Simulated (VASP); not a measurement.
# CaO (P1) in VASP: a series of runs

CaO is run at these levels: PBE; tasks: single point.

Everything below comes from runs of VASP 6.6.1. Logs are shortened: lines on timing, memory, paths and dates and some standing lists are left out, and cuts for length are marked.

### 1 The cell of the first run

The typed cell holds 8 atoms: a = 6.796 Å, b = 6.796 Å, c = 3.398 Å, α = 60.00°, β = 60.00°, γ = 60.00°.

### 2 Single point, PBE

INCAR reads:

```
PREC = Accurate
ENCUT = 520
EDIFF = 1E-6
ISMEAR = -1
SIGMA = 0.1
LREAL = F
LASPH = T
NELM = 120
ALGO = Normal
ISIF = 2
LWAVE = F
LCHARG = T
GGA = PE
LELF = T
LVHAR = T
NBANDS = 42
GGA_COMPAT = F
```

KPOINTS reads:

```
Automatic mesh
0
Gamma
  3 3 3
```

POSCAR reads:

```
CaO
1.0
    6.7955380000      0.0000000000      0.0000000000
    3.3977690000      5.8851080000      0.0000000000
    1.6988840000      0.9808510000      2.7742670000
Ca O
4 4
Direct
   -0.0087044209     -0.0128033372     -0.0024121687
    0.0270666385      0.4751355413      0.0951123306
    0.5506287199     -0.0283364400     -0.0295804261
    0.4755869773      0.5191525091      0.0514139411
    0.2333379564      0.2644979815      0.5747384805
    0.2532757701      0.7478104280      0.5038541712
    0.7356915714      0.2499124444      0.4996245855
    0.7584759598      0.7468452312      0.5141394105
```

Potentials or basis: VASP PAW PBE potentials, release 64 (Ca_sv, O).

The run is started by

```bash
cat potpaw_PBE.64/Ca_sv/POTCAR potpaw_PBE.64/O/POTCAR > POTCAR
mpirun -np 1 vasp_std > vasp.out
```

OUTCAR:

```text
PREC = Accurate
   ENCUT = 520
   EDIFF = 1E-6
   ISMEAR = -1
   LREAL = F
   LASPH = T
   NELM = 120
   ISIF = 2
   GGA = PE

 ion  position               nearest neighbor table
   1  0.991  0.987  0.998-   8 2.28   6 2.34   7 2.43   7 2.47   6 2.48   5 2.52   3 3.10   3 3.16

   2  0.027  0.475  0.095-   5 2.15   5 2.28   8 2.33   6 2.42   7 2.52   4 3.13
   3  0.551  0.972  0.970-   8 2.18   7 2.25   8 2.32   6 2.52   5 2.52   1 3.10   1 3.16
   4  0.476  0.519  0.051-   6 2.19   7 2.34   5 2.39   6 2.39   8 2.46   2 3.13
   5  0.233  0.264  0.575-   2 2.15   2 2.28   4 2.39   3 2.52   1 2.52
   6  0.253  0.748  0.504-   4 2.19   1 2.34   4 2.39   2 2.42   1 2.48   3 2.52
   7  0.736  0.250  0.500-   3 2.25   4 2.34   1 2.43   1 2.47   2 2.52
   8  0.758  0.747  0.514-   3 2.18   1 2.28   3 2.32   2 2.33   4 2.46

  LATTYP: Found a base centered orthorhombic cell.
 ALAT       =     6.7955375320
 B/A-ratio  =     1.4142138211
 C/A-ratio  =     0.5000000071

  Lattice vectors:

 A1 = (  -1.6988850000,  -4.9042570000,   2.7742670000)
 A2 = (   5.0966540000,  -0.9808510000,  -2.7742670000)
 A3 = (   1.6988840000,   0.9808510000,   2.7742670000)

Analysis of symmetry for initial positions (statically):
=====================================================================
 Subroutine PRICEL returns:
 Original cell was already a primitive cell.

 Routine SETGRP: Setting up the symmetry group for a
 base centered orthorhombic supercell.

 Subroutine GETGRP returns: Found  1 space group operations
 (whereof  1 operations were pure point group operations)
 out of a pool of  8 trial point group operations.

The static configuration has the point symmetry C_1 .

Analysis of symmetry for dynamics (positions and initial velocities):
=====================================================================
 Subroutine PRICEL returns:
 Original cell was already a primitive cell.

 Routine SETGRP: Setting up the symmetry group for a
 base centered orthorhombic supercell.

 Subroutine GETGRP returns: Found  1 space group operations
 (whereof  1 operations were pure point group operations)
 out of a pool of  8 trial point group operations.

The dynamic configuration has the point symmetry C_1 .

 Subroutine INISYM returns: Found  1 space group operations
 (whereof  1 operations are pure point group operations),
 and found     1 'primitive' translations

----------------------------------------------------------------------------------------

                                     Primitive cell

  volume of cell :     110.9498

  direct lattice vectors                    reciprocal lattice vectors
     6.795538000  0.000000000  0.000000000     0.147155383 -0.084960208 -0.060075912
     3.397769000  5.885108000  0.000000000     0.000000000  0.169920416 -0.060075908
     1.698884000  0.980851000  2.774267000     0.000000000  0.000000000  0.360455573

  length of vectors
     6.795538000  6.795537532  3.397768815     0.180227798  0.180227807  0.360455573

  position of ions in fractional coordinates (direct lattice)
     0.991295579  0.987196663  0.997587831
     0.027066639  0.475135541  0.095112331
     0.550628720  0.971663560  0.970419574
     0.475586977  0.519152509  0.051413941
     0.233337956  0.264497981  0.574738481
     0.253275770  0.747810428  0.503854171
     0.735691571  0.249912444  0.499624586
     0.758475960  0.746845231  0.514139411

  ion indices of the primitive-cell ions
   primitive index   ion index
                 1           1
                 2           2
                 3           3
                 4           4
                 5           5
                 6           6
                 7           7
                 8           8

----------------------------------------------------------------------------------------

 KPOINTS: Automatic mesh

Automatic generation of k-mesh.
 Grid dimensions read from file:
 generate k-points for:    3    3    3

 Generating k-lattice:

  Cartesian coordinates                     Fractional coordinates (reciprocal lattice)
     0.049051794 -0.028320069 -0.020025304     0.333333333  0.000000000  0.000000000
     0.000000000  0.056640139 -0.020025303     0.000000000  0.333333333 -0.000000000
     0.000000000  0.000000000  0.120151858     0.000000000  0.000000000  0.333333333

  Length of vectors
     0.060075933  0.060075936  0.120151858

  Shift w.r.t. Gamma in fractional coordinates (k-lattice)
     0.000000000  0.000000000  0.000000000

 Subroutine IBZKPT returns following result:
 ===========================================

 Found     14 irreducible k-points:

 Following reciprocal coordinates:
            Coordinates               Weight
  0.000000  0.000000  0.000000      1.000000
  0.333333  0.000000  0.000000      2.000000
  0.000000 -0.333333  0.000000      2.000000
  0.333333  0.333333  0.000000      2.000000
 -0.333333  0.333333  0.000000      2.000000
  0.000000  0.000000  0.333333      2.000000
 -0.333333 -0.333333  0.333333      2.000000
  0.333333  0.000000  0.333333      2.000000
  0.333333 -0.333333  0.333333      2.000000
  0.000000 -0.333333 -0.333333      2.000000
  0.333333 -0.333333 -0.333333      2.000000
 -0.333333 -0.000000  0.333333      2.000000
  0.000000 -0.333333  0.333333      2.000000
  0.333333  0.333333  0.333333      2.000000
   k-points           NKPTS =     14   k-points in BZ     NKDIM =     14   number of bands    NBANDS=     42
   number of dos      NEDOS =    301   number of ions     NIONS =      8
   total plane-waves  NPLWV =  81648
   dimension x,y,z NGX =    54 NGY =   54 NGZ =   28
   dimension x,y,z NGXF=   108 NGYF=  108 NGZF=   56
   ions per type =               4   4
   NGX,Y,Z   is equivalent  to a cutoff of  13.21, 13.21, 13.70 a.u.
   NGXF,Y,Z  is equivalent  to a cutoff of  26.42, 26.42, 27.40 a.u.
 SYSTEM =  unknown system
   PREC   = accura    normal or accurate (medium, high low for compatibility)
   ISTART =      0    job   : 0-new  1-cont  2-samecut
   ICHARG =      2    charge: 1-file 2-atom 10-const
   ISPIN  =      1    spin polarized calculation?
   LNONCOLLINEAR =      F non collinear calculations
   LSORBIT =      F    spin-orbit coupling
   LASPH  =      T    aspherical Exc in radial PAW
   ENCUT  =  520.0 eV  38.22 Ry    6.18 a.u.  12.64 12.64  6.32*2*pi/ulx,y,z
   NELM   =    120;   NELMIN=  2; NELMDL= -5     # of ELM steps
   EDIFF  = 0.1E-05   stopping-criterion for ELM
   LREAL  =      F    real-space projection
   EDIFFG = 0.1E-04   stopping-criterion for IOM
   NSW    =      0    number of steps for IOM
   IBRION =     -1    ionic relax: 0-MD 1-quasi-New 2-CG
   NFREE  =      0    steps in history (QN), initial steepest desc. (CG)
   ISIF   =      2    stress and relaxation
   ISYM   =      2    0-nonsym 1-usesym 2-fastsym
   POTIM  = 0.5000    time-step for ionic-motion
   TEBEG  =    0.0;   TEEND  =   0.0 temperature during run
   PSTRESS=    0.0 pullay stress
   NELECT =      64.0000    total number of electrons
   NUPDOWN=      -1.0000    fix difference up-down
   EMIN   =  10.00;   EMAX   =-10.00  energy-range for DOS
   EFERMI =   0.00;   METHOD = LEGACY
   ISMEAR =    -1;   SIGMA  =   0.10  broadening in eV -4-tet -1-fermi 0-gaus
   EFERMI_NEDOS =   21; number of points for ismear=-14 and -15
   IALGO  =     38    algorithm
   IMIX   =      4    mixing-type and parameters
     AMIX     =   0.40;   BMIX     =  1.00
     AMIX_MAG =   1.60;   BMIX_MAG =  1.00
  volume/ion in A,a.u.               =      13.87        93.59
  Fermi-wavevector in a.u.,A,eV,Ry     =   1.362781  2.575282 25.268349  1.857171
  Thomas-Fermi vector in A             =   2.489241
   LORBIT       =      0    0 simple, 1 ext, 2 COOP (PROOUT), +10 PAW based schemes
   GGA     = PE    functional components
   LHFCALC =     F    Hartree Fock is set to
   AEXX    =    0.0000 exact exchange contribution
   IVDW    =     0    specifies the selected vdW correction
   LEPSILON=     F    determine dielectric tensor
   LRPA    =     F    only Hartree local field effects (RPA)
 non-spin polarized calculation
  energy-cutoff  :      520.00
  volume of cell :      110.95
 maximum number of plane-waves:      3001
 NGX is ok and might be reduce to    50
   NGX = 25   NGY = 25   NGZ = 13

 number of electron      63.9999998 magnetization

 Free energy of the ion-electron system (eV)
  ---------------------------------------------------
  ext. energy  EPLUGINS =         0.00000000
  ---------------------------------------------------
  free energy    TOTEN  =       -50.24563132 eV

  energy without entropy =      -50.24563132  energy(sigma->0) =      -50.24563132

 E-fermi :   4.3743     XC(G=0): -10.4469

 val. band max:        2.3633383421   @ k =   0.0000   0.0000   0.0000
 cond. band min:       6.2810129412   @ k =   0.0000   0.0000   0.0000
 fundamental gap:      3.9176745991
 Fermi energy:         4.3743143409

 k-point     1 :       0.0000    0.0000    0.0000
  band No.  band energies     occupation
      1     -35.4356      2.00000
      2     -35.2275      2.00000
      3     -35.1010      2.00000
      4     -34.9285      2.00000
      5     -17.2720      2.00000
      6     -17.2451      2.00000
[... 34 lines left out ...]
     41       9.9585      0.00000
     42      10.2681      0.00000

 k-point     2 :       0.3333    0.0000    0.0000
  band No.  band energies     occupation
      1     -35.4292      2.00000
      2     -35.2336      2.00000
      3     -35.0973      2.00000
      4     -34.9331      2.00000
      5     -17.1365      2.00000
      6     -17.0495      2.00000
[... 34 lines left out ...]
     41       9.7997      0.00000
     42      10.0830      0.00000

 k-point     3 :       0.0000   -0.3333    0.0000
  band No.  band energies     occupation
      1     -35.4313      2.00000
      2     -35.2230      2.00000
      3     -35.1086      2.00000
      4     -34.9304      2.00000
      5     -17.1497      2.00000
      6     -17.0406      2.00000
[... 447 lines left out ...]
      4     -34.9107      2.00000
      5     -17.1671      2.00000
      6     -17.0637      2.00000
[... 34 lines left out ...]
     41      10.1168      0.00000
     42      10.4622      0.00000

 k-point    14 :       0.3333    0.3333    0.3333
  band No.  band energies     occupation
      1     -35.3988      2.00000
      2     -35.2054      2.00000
      3     -35.0751      2.00000
      4     -34.9077      2.00000
      5     -17.0871      2.00000
      6     -16.9140      2.00000
[... 34 lines left out ...]
     41      10.0001      0.00000
     42      10.2360      0.00000

------------------------ aborting loop because EDIFF is reached ----------------------------------------

  FORCE on cell =-STRESS in cart. coord.  units (eV):
  Direction    XX          YY          ZZ          XY          YZ          ZX
  --------------------------------------------------------------------------------------
  -------------------------------------------------------------------------------------
  Total        3.9142661      4.6231359      4.1521473      0.1245141      1.1953262      0.2914301
  in kB       56.5241959     66.7606727     59.9593341      1.7980538     17.2611794      4.2084135
  external PRESSURE =      61.0814009 kB  Pullay stress =       0.0000000 kB

 VOLUME and BASIS-vectors are now :
 -----------------------------------------------------------------------------
  energy-cutoff  :      520.00
  volume of cell :      110.95
      direct lattice vectors                 reciprocal lattice vectors
     6.795538000  0.000000000  0.000000000     0.147155383 -0.084960208 -0.060075912
     3.397769000  5.885108000  0.000000000     0.000000000  0.169920416 -0.060075908
     1.698884000  0.980851000  2.774267000     0.000000000  0.000000000  0.360455573

 POSITION                                       TOTAL-FORCE (eV/Angst)
 -----------------------------------------------------------------------------------
     11.78544      6.78824      2.76757         1.309821      0.993349     -0.369914
      1.95992      2.88951      0.26387        -1.540855     -0.219331     -0.534066
      8.69194      6.67018      2.69220        -1.446378      1.498332      0.774284
      5.08318      3.10570      0.14264         0.599820     -1.526626     -0.446891
      3.46077      2.12033      1.59448         0.579831     -0.984724      0.050314
      5.11802      4.89515      1.39783        -0.012017      0.609203      0.453585
      6.69737      1.96082      1.38609         0.683704     -0.165675      0.213363
      8.56532      4.89956      1.42636        -0.173926     -0.204527     -0.140675
 -----------------------------------------------------------------------------------
    total drift:                               -0.000065     -0.000223      0.000312

  FREE ENERGIE OF THE ION-ELECTRON SYSTEM (eV)
  ---------------------------------------------------
  free  energy   TOTEN  =       -50.2456313181 eV

  energy  without entropy=      -50.2456313159  energy(sigma->0) =      -50.24563132
```

Wall time 92 s (1 thread of AMD EPYC 7R13 (Zen 3), shared host); peak memory 0.25 GiB.

Results:

| Quantity | Value |
| --- | --- |
| Free energy | -50.2456 eV |
| Pressure | 6.1 GPa |
| Largest force | 2.222 eV/Å |
| Band gap on the k mesh | 3.92 eV |

Forces in eV/Å, atoms in the order of the input:
```
Ca   1.310  0.993 -0.370
Ca  -1.541 -0.219 -0.534
Ca  -1.446  1.498  0.774
Ca   0.600 -1.527 -0.447
O    0.580 -0.985  0.050
O   -0.012  0.609  0.454
O    0.684 -0.166  0.213
O   -0.174 -0.205 -0.141
```

Caveat: the k points lie up to 0.62 Å⁻¹ apart; an odd mesh through Γ misses points on the zone boundary, where band edges can lie; forces of over 1 eV/Å act on the atoms, so gaps and moduli don't describe the material at rest. A hybrid or GW would open this gap; PBE tends to underestimate it.

### 3 Single point, PBE

This run uses another cell than the first one, of 13.83 Å³/atom.

INCAR: that of step 2 with these lines changed.

```diff
@@ -11,6 +11,4 @@
 LWAVE = F
-LCHARG = T
+LCHARG = F
 GGA = PE
-LELF = T
-LVHAR = T
 NBANDS = 42
```

KPOINTS reads:

```
regular mesh
0
Gamma
  3 3 3
```

POSCAR reads:

```
CaO
1.0
    6.7898090000      0.0000000000      0.0000000000
    3.3949050000      5.8801470000      0.0000000000
    1.6974520000      0.9800250000      2.7719280000
Ca O
4 4
Direct
   -0.0033300553     -0.0151529237      0.0113011593
    0.0227170827      0.4651721109      0.1469774828
    0.5383638315     -0.0225433074      0.0114476278
    0.4867164647      0.5035084263      0.0769464431
    0.2444957539      0.2588469330      0.5950623537
    0.2465903993      0.7495233421      0.4923472038
    0.7492292359      0.2471274182      0.5088782970
    0.7803672238      0.7415194075      0.4871252067
```

Potentials or basis: VASP PAW PBE potentials, release 64 (Ca_sv, O).

The run is started by

```bash
cat potpaw_PBE.64/Ca_sv/POTCAR potpaw_PBE.64/O/POTCAR > POTCAR
mpirun -np 1 vasp_std > vasp.out
```

Wall time 85 s (1 thread of AMD EPYC 7R13 (Zen 3), shared host); peak memory 0.23 GiB.

It converged, with:

```
Free energy            : -50.2646 eV
Pressure               : 6.1 GPa
Largest force          : 1.937 eV/Å
Band gap on the k mesh : 3.96 eV
```

Forces in eV/Å, atoms in the order of the input:
```
Ca   1.207  0.466 -0.177
Ca  -1.252 -0.222 -1.461
Ca  -1.005  0.437  0.084
Ca   0.302 -0.830 -0.594
O    0.663 -1.193 -0.006
O    0.768  0.421  0.615
O    0.176 -0.010  0.408
O   -0.860  0.931  1.130
```

Stress tensor (GPa, compression positive):
```
 6.28 -0.44  0.45
-0.44  7.05  0.03
 0.45  0.03  5.08
```

Levels at points of the mesh, in eV from the valence-band top:
```csv
k point,band 28,band 29,band 30,band 31,band 32,band 33,band 34,band 35,band 36,band 37
"(0.00, 0.00, 0.00)",-0.43,-0.38,-0.13,-0.04,0.00,3.96,4.63,6.24,6.26,6.39
```

Caveat: the k points lie up to 0.62 Å⁻¹ apart; an odd mesh through Γ misses points on the zone boundary, where band edges can lie; forces of over 1 eV/Å act on the atoms, so gaps and moduli don't describe the material at rest.

[end of part 1 of 2]
